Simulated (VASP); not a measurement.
# BaTiO3 in VASP: a series of runs

The runs below take BaTiO3 through single point, with PBEsol.

Everything below comes from runs of VASP 6.6.1. Logs are shortened: lines on timing, memory, paths and dates and some standing lists are left out, and cuts for length are marked.

## (1) The cell of the first run

The structure is orthorhombic, space group Amm2 (No. 38). Conventional cell: a = 4.038 Å, b = 5.748 Å, c = 5.765 Å, α = 90.00°, β = 90.00°, γ = 90.00°. Within 3.7 Å of Ba (site symmetry mm2) lie 12 O at 2.81 to 2.96 Å and 8 Ti at 3.46 to 3.58 Å. Ti (site symmetry mm2) has 6 O at 1.95 to 2.12 Å within 2.6 Å. O (site symmetry m) has 2 Ti at 1.95 to 2.12 Å within 2.6 Å. O (site symmetry mm2) has 2 Ti at 2.02 Å within 2.7 Å.

## (2) Single point, PBEsol (13.38 Å³/atom)

Input file INCAR:

```
ALGO = Normal
EDIFF = 1E-6
ENCUT = 520
GGA = PS
ISIF = 2
ISMEAR = -1
LASPH = T
LCHARG = T
LELF = T
LREAL = F
LVHAR = T
LWAVE = F
NBANDS = 28
NELM = 80
PREC = Accurate
SIGMA = 0.05
```

Input file KPOINTS:

```
k-points
0
Gamma
  7 7 7
```

Input file POSCAR:

```
BaTiO3
1.0
    4.0379468039      0.0000000000      0.0000000000
    0.0000000000      2.8742319127      2.8825904778
    0.0000000000     -2.8742319127      2.8825904778
Ba Ti O
1 1 3
Direct
    0.0000000000      0.0000000000      0.0000000000
    0.5000000000      0.5124000000      0.5124000000
    0.5000000000      0.9918400000      0.5052400000
    0.5000000000      0.5052400000      0.9918400000
    0.0000000000      0.4874000000      0.4874000000
```

Potentials or basis: VASP PAW PBE potentials, release 64 (Ba_sv, Ti_sv, O).

The run is started by

```console
$ cat potpaw_PBE.64/Ba_sv/POTCAR potpaw_PBE.64/Ti_sv/POTCAR potpaw_PBE.64/O/POTCAR > POTCAR
$ mpirun -np 1 vasp_std > vasp.out
```

OUTCAR:

```text
EDIFF = 1E-6
   ENCUT = 520
   GGA = PS
   ISIF = 2
   ISMEAR = -1
   LASPH = T
   LREAL = F
   NELM = 80
   PREC = Accurate

 ion  position               nearest neighbor table
   1  0.000  0.000  0.000-   5 2.81   4 2.85   3 2.85   3 2.85   4 2.85   5 2.88   5 2.88   4 2.88
                             3 2.88   3 2.88   4 2.88   5 2.96   2 3.46   2 3.46   2 3.51   2 3.51
   2  0.500  0.512  0.512-   3 1.95   4 1.95   5 2.02   5 2.02   3 2.12   4 2.12   1 3.46   1 3.46
                             1 3.51   1 3.51   1 3.51   1 3.51   1 3.58   1 3.58
   3  0.500  0.992  0.505-   2 1.95   2 2.12   1 2.85   1 2.85   1 2.88   1 2.88
   4  0.500  0.505  0.992-   2 1.95   2 2.12   1 2.85   1 2.85   1 2.88   1 2.88
   5  0.000  0.487  0.487-   2 2.02   2 2.02   1 2.81   1 2.88   1 2.88   1 2.96

  LATTYP: Found a base centered orthorhombic cell.
 ALAT       =     5.7484638254
 B/A-ratio  =     1.0029081039
 C/A-ratio  =     0.7024392823

  Lattice vectors:

 A1 = (   0.0000000000,   2.8742319127,  -2.8825904778)
 A2 = (   0.0000000000,   2.8742319127,   2.8825904778)
 A3 = (   4.0379468039,   0.0000000000,   0.0000000000)

Analysis of symmetry for initial positions (statically):
=====================================================================
 Subroutine PRICEL returns:
 Original cell was already a primitive cell.

 Routine SETGRP: Setting up the symmetry group for a
 base centered orthorhombic supercell.

 Subroutine GETGRP returns: Found  4 space group operations
 (whereof  4 operations were pure point group operations)
 out of a pool of  8 trial point group operations.

The static configuration has the point symmetry C_2v.

Analysis of symmetry for dynamics (positions and initial velocities):
=====================================================================
 Subroutine PRICEL returns:
 Original cell was already a primitive cell.

 Routine SETGRP: Setting up the symmetry group for a
 base centered orthorhombic supercell.

 Subroutine GETGRP returns: Found  4 space group operations
 (whereof  4 operations were pure point group operations)
 out of a pool of  8 trial point group operations.

The dynamic configuration has the point symmetry C_2v.

 Subroutine INISYM returns: Found  4 space group operations
 (whereof  4 operations are pure point group operations),
 and found     1 'primitive' translations

----------------------------------------------------------------------------------------

                                     Primitive cell

  volume of cell :      66.9107

  direct lattice vectors                    reciprocal lattice vectors
     4.037946804  0.000000000  0.000000000     0.247650613  0.000000000  0.000000000
     0.000000000  2.874231913  2.882590478     0.000000000  0.173959519  0.173455093
     0.000000000 -2.874231913  2.882590478     0.000000000 -0.173959519  0.173455093

  length of vectors
     4.037946804  4.070692441  4.070692441     0.247650613  0.245659487  0.245659487

  position of ions in fractional coordinates (direct lattice)
     0.000000000  0.000000000  0.000000000
     0.500000000  0.512400000  0.512400000
     0.500000000  0.991840000  0.505240000
     0.500000000  0.505240000  0.991840000
     0.000000000  0.487400000  0.487400000

  ion indices of the primitive-cell ions
   primitive index   ion index
                 1           1
                 2           2
                 3           3
                 4           4
                 5           5

----------------------------------------------------------------------------------------

 KPOINTS: k-points

Automatic generation of k-mesh.
 Grid dimensions read from file:
 generate k-points for:    7    7    7

 Generating k-lattice:

  Cartesian coordinates                     Fractional coordinates (reciprocal lattice)
     0.035378659  0.000000000  0.000000000     0.142857143  0.000000000  0.000000000
     0.000000000  0.024851360  0.024779299     0.000000000  0.142857143  0.000000000
     0.000000000 -0.024851360  0.024779299     0.000000000  0.000000000  0.142857143

  Length of vectors
     0.035378659  0.035094212  0.035094212

  Shift w.r.t. Gamma in fractional coordinates (k-lattice)
     0.000000000  0.000000000  0.000000000

 Subroutine IBZKPT returns following result:
 ===========================================

 Found     64 irreducible k-points:

 Following reciprocal coordinates:
            Coordinates               Weight
  0.000000  0.000000  0.000000      1.000000
  0.142857  0.000000  0.000000      2.000000
  0.285714  0.000000  0.000000      2.000000
  0.428571  0.000000  0.000000      2.000000
  0.000000  0.142857  0.000000      4.000000
  0.142857  0.142857  0.000000      8.000000
[... 16 lines left out ...]
  0.285714  0.285714  0.142857      8.000000
  0.428571  0.285714  0.142857      8.000000
 [... further k-points ...]
   k-points           NKPTS =     64   k-points in BZ     NKDIM =     64   number of bands    NBANDS=     28
   number of dos      NEDOS =    301   number of ions     NIONS =      5
   total plane-waves  NPLWV =  27000
   dimension x,y,z NGX =    30 NGY =   30 NGZ =   30
   dimension x,y,z NGXF=    60 NGYF=   60 NGZF=   60
   ions per type =               1   1   3
   NGX,Y,Z   is equivalent  to a cutoff of  12.35, 12.25, 12.25 a.u.
   NGXF,Y,Z  is equivalent  to a cutoff of  24.70, 24.50, 24.50 a.u.
 SYSTEM =  unknown system
   PREC   = accura    normal or accurate (medium, high low for compatibility)
   ISTART =      0    job   : 0-new  1-cont  2-samecut
   ICHARG =      2    charge: 1-file 2-atom 10-const
   ISPIN  =      1    spin polarized calculation?
   LNONCOLLINEAR =      F non collinear calculations
   LSORBIT =      F    spin-orbit coupling
   LASPH  =      T    aspherical Exc in radial PAW
   ENCUT  =  520.0 eV  38.22 Ry    6.18 a.u.   7.51  7.57  7.57*2*pi/ulx,y,z
   NELM   =     80;   NELMIN=  2; NELMDL= -5     # of ELM steps
   EDIFF  = 0.1E-05   stopping-criterion for ELM
   LREAL  =      F    real-space projection
[... 7 lines left out ...]
   TEBEG  =    0.0;   TEEND  =   0.0 temperature during run
   PSTRESS=    0.0 pullay stress
   NELECT =      40.0000    total number of electrons
   NUPDOWN=      -1.0000    fix difference up-down
   EMIN   =  10.00;   EMAX   =-10.00  energy-range for DOS
   EFERMI =   0.00;   METHOD = LEGACY
   ISMEAR =    -1;   SIGMA  =   0.05  broadening in eV -4-tet -1-fermi 0-gaus
   EFERMI_NEDOS =   21; number of points for ismear=-14 and -15
   IALGO  =     38    algorithm
   IMIX   =      4    mixing-type and parameters
     AMIX     =   0.40;   BMIX     =  1.00
     AMIX_MAG =   1.60;   BMIX_MAG =  1.00
  volume/ion in A,a.u.               =      13.38        90.31
  Fermi-wavevector in a.u.,A,eV,Ry     =   1.379102  2.606125 25.877223  1.901922
  Thomas-Fermi vector in A             =   2.504102
   LORBIT       =      0    0 simple, 1 ext, 2 COOP (PROOUT), +10 PAW based schemes
   GGA     = PS    functional components
   LHFCALC =     F    Hartree Fock is set to
   AEXX    =    0.0000 exact exchange contribution
   IVDW    =     0    specifies the selected vdW correction
   LEPSILON=     F    determine dielectric tensor
   LRPA    =     F    only Hartree local field effects (RPA)
 non-spin polarized calculation
  energy-cutoff  :      520.00
  volume of cell :       66.91
 maximum number of plane-waves:      1820
 NGX is ok and might be reduce to    30
   NGX = 15   NGY = 15   NGZ = 15

 number of electron      39.9999996 magnetization

 Free energy of the ion-electron system (eV)
  ---------------------------------------------------
  ext. energy  EPLUGINS =         0.00000000
  ---------------------------------------------------
  free energy    TOTEN  =       -41.89582607 eV

  energy without entropy =      -41.89582607  energy(sigma->0) =      -41.89582607

 E-fermi :   4.2521     XC(G=0): -11.2896

 val. band max:        3.2983868575   @ k =   0.4286   0.4286   0.4286
 cond. band min:       5.0925451136   @ k =   0.0000   0.0000   0.0000
 fundamental gap:      1.7941582561
 Fermi energy:         4.2521437012

 k-point     1 :       0.0000    0.0000    0.0000
  band No.  band energies     occupation
      1     -53.1024      2.00000
      2     -29.4187      2.00000
      3     -29.4182      2.00000
      4     -29.4037      2.00000
      5     -21.5022      2.00000
      6     -13.3473      2.00000
[... 20 lines left out ...]
     27       8.2792      0.00000
     28      10.0781      0.00000

 k-point     2 :       0.1429    0.0000    0.0000
  band No.  band energies     occupation
      1     -53.1023      2.00000
      2     -29.4184      2.00000
      3     -29.4179      2.00000
      4     -29.4123      2.00000
      5     -21.4835      2.00000
      6     -13.3508      2.00000
[... 20 lines left out ...]
     27       8.6480      0.00000
     28      10.5683      0.00000

 k-point     3 :       0.2857    0.0000    0.0000
  band No.  band energies     occupation
      1     -53.1019      2.00000
      2     -29.4318      2.00000
      3     -29.4176      2.00000
      4     -29.4170      2.00000
      5     -21.4409      2.00000
      6     -13.4138      2.00000
[... 20 lines left out ...]
     27       9.5550      0.00000
     28      11.4485      0.00000

 k-point     4 :       0.4286    0.0000    0.0000
  band No.  band energies     occupation
      1     -53.1016      2.00000
      2     -29.4472      2.00000
      3     -29.4171      2.00000
      4     -29.4165      2.00000
      5     -21.4062      2.00000
      6     -13.4996      2.00000
[... 20 lines left out ...]
     27      10.4964      0.00000
     28      11.3528      0.00000

 k-point     5 :       0.0000    0.1429    0.0000
  band No.  band energies     occupation
      1     -53.1023      2.00000
      2     -29.4264      2.00000
      3     -29.4181      2.00000
      4     -29.4034      2.00000
      5     -21.4846      2.00000
      6     -13.3527      2.00000
[... 20 lines left out ...]
     27       8.6532      0.00000
     28      10.5594      0.00000

 k-point     6 :       0.1429    0.1429    0.0000
  band No.  band energies     occupation
      1     -53.1021      2.00000
      2     -29.4261      2.00000
      3     -29.4178      2.00000
      4     -29.4120      2.00000
      5     -21.4670      2.00000
      6     -13.3374      2.00000
[... 463 lines left out ...]
      5     -21.4304      2.00000
      6     -13.3595      2.00000
[... 20 lines left out ...]
     27       9.9488      0.00000
     28      11.6390      0.00000

 k-point    22 :       0.1429    0.2857    0.1429
  band No.  band energies     occupation
      1     -53.1016      2.00000
      2     -29.4434      2.00000
      3     -29.4250      2.00000
      4     -29.4110      2.00000
      5     -21.4159      2.00000
      6     -13.2978      2.00000
[... 20 lines left out ...]
     27      10.1371      0.00000
     28      11.3747      0.00000

 k-point    23 :       0.2857    0.2857    0.1429
  band No.  band energies     occupation
      1     -53.1013      2.00000
      2     -29.4424      2.00000
      3     -29.4301      2.00000
      4     -29.4241      2.00000
      5     -21.3830      2.00000
      6     -13.1832      2.00000
[... 20 lines left out ...]
     27      10.8533      0.00000
     28      11.3476      0.00000

 k-point    24 :       0.4286    0.2857    0.1429
  band No.  band energies     occupation
      1     -53.1010      2.00000
      2     -29.4452      2.00000
      3     -29.4416      2.00000
      4     -29.4235      2.00000
      5     -21.3563      2.00000
      6     -13.1340      2.00000
[... 20 lines left out ...]
     27      11.3659      0.00000
     28      11.5374      0.00000

 [... further k-points ...]

------------------------ aborting loop because EDIFF is reached ----------------------------------------

  FORCE on cell =-STRESS in cart. coord.  units (eV):
  Direction    XX          YY          ZZ          XY          YZ          ZX
  --------------------------------------------------------------------------------------
  -------------------------------------------------------------------------------------
  Total       -3.3462023     -3.2878528     -3.5257662      0.0000000      0.0000000      0.0000000
  in kB      -80.1248881    -78.7277085    -84.4245488      0.0000000      0.0000000      0.0000000
  external PRESSURE =     -81.0923818 kB  Pullay stress =       0.0000000 kB

 VOLUME and BASIS-vectors are now :
 -----------------------------------------------------------------------------
  energy-cutoff  :      520.00
  volume of cell :       66.91
      direct lattice vectors                 reciprocal lattice vectors
     4.037946804  0.000000000  0.000000000     0.247650613  0.000000000  0.000000000
     0.000000000  2.874231913  2.882590478     0.000000000  0.173959519  0.173455093
     0.000000000 -2.874231913  2.882590478     0.000000000 -0.173959519  0.173455093

 POSITION                                       TOTAL-FORCE (eV/Angst)
 -----------------------------------------------------------------------------------
      0.00000      0.00000      0.00000         0.000000     -0.000000      0.147022
      2.01897      0.00000      2.95408         0.000000     -0.000000      0.373326
      2.01897      1.39860      4.31547         0.000000     -0.144372     -0.378010
      2.01897     -1.39860      4.31547         0.000000      0.144372     -0.378010
      0.00000      0.00000      2.80995         0.000000     -0.000000      0.235672
 -----------------------------------------------------------------------------------
    total drift:                                0.000000      0.000001      0.001030

  FREE ENERGIE OF THE ION-ELECTRON SYSTEM (eV)
  ---------------------------------------------------
  free  energy   TOTEN  =       -41.8958260727 eV

  energy  without entropy=      -41.8958260710  energy(sigma->0) =      -41.89582607
```

Run time: 2 min. Hardware: 1 thread of Intel Xeon Platinum 8259CL at 2.50GHz (Skylake/Cascade Lake), shared host; peak memory 0.25 GiB.

What came out:

```yaml
Free_energy: -41.8958 eV
Pressure: -8.1 GPa
Largest_force: 0.405 eV/Å
Band_gap_on_the_k_mesh: 1.79 eV (least direct gap 1.97 eV)
```

Forces on the atoms (eV/Å):
```
Ba   0.000  0.000  0.147
Ti   0.000  0.000  0.373
O    0.000 -0.144 -0.378
O    0.000  0.144 -0.378
O    0.000  0.000  0.236
```

Levels at points of the mesh, in eV from the valence-band top:
```csv
k point,band 18,band 19,band 20,band 21,band 22,band 23
"(0.00, 0.00, 0.00)",-0.31,-0.21,-0.17,1.79,1.86,2.00
```

Caveat: the cell stands under tension; the PAW data sets were made with another functional, which shifts forces and pressure a little; spin-orbit coupling is left out, which moves the levels of the heavy elements. A k mesh can miss the band edges.

## (3) Single point, PBEsol (atoms moved at random)

Input file INCAR:

```
  ALGO = Normal
  EDIFF = 1E-6
  ENCUT = 520
  GGA = PS
  ISIF = 2
  ISMEAR = -1
  LASPH = T
  LCHARG = F
  LREAL = F
  LWAVE = F
  NBANDS = 28
  NELM = 100
  PREC = Accurate
  SIGMA = 0.05
```

KPOINTS is that of step 2.

Input file POSCAR:

```
BaTiO3
1.0
    3.9855000000      0.0000000000      0.0000000000
    0.0000000000      2.8369000000      2.8451500000
    0.0000000000     -2.8369000000      2.8451500000
Ba Ti O
1 1 3
Direct
    0.0005220000     -0.0001460000      0.0060690000
    0.5039280000      0.5132700000      0.5199710000
    0.5003990000      0.9771650000      0.5031310000
    0.5168270000      0.5021070000      1.0096530000
    0.0052460000      0.4897220000      0.5025510000
```

Potentials or basis: VASP PAW PBE potentials, release 64 (Ba_sv, Ti_sv, O).

The run is started by

```console
$ cat potpaw_PBE.64/Ba_sv/POTCAR potpaw_PBE.64/Ti_sv/POTCAR potpaw_PBE.64/O/POTCAR > POTCAR
$ mpirun -np 1 vasp_std > vasp.out
```

Run time: 4.3 min. Hardware: 1 thread of Intel Xeon Platinum 8259CL at 2.50GHz (Skylake/Cascade Lake), shared host; peak memory 0.4 GiB.

It converged, with:

```yaml
Free_energy: -41.9645 eV
Pressure: -1.5 GPa
Largest_force: 0.636 eV/Å
Band_gap_on_the_k_mesh: 1.90 eV (least direct gap 2.09 eV)
```

Forces on the atoms (eV/Å):
```
Ba   0.120 -0.095  0.170
Ti  -0.039  0.194  0.080
O    0.060  0.049  0.286
O   -0.261  0.077 -0.574
O    0.121 -0.225  0.039
```

Stress tensor (GPa, compression positive):
```
-1.57  0.04 -0.03
 0.04 -1.33  1.24
-0.03  1.24 -1.52
```

Levels at points of the mesh, in eV from the valence-band top:
| k point | band 16 | band 17 | band 18 | band 19 | band 20 | band 21 | band 22 | band 23 | band 24 | band 25 |
| --- | --- | --- | --- | --- | --- | --- | --- | --- | --- | --- |
| (0.00, 0.00, 0.00) | -1.18 | -1.04 | -0.28 | -0.26 | -0.19 | 1.90 | 2.06 | 2.13 | 4.13 | 4.26 |

Caveat: the cell differs from its parent crystal (atoms moved at random); the PAW data sets were made with another functional, which shifts forces and pressure a little; spin-orbit coupling is left out, which moves the levels of the heavy elements. A k mesh can miss the band edges.
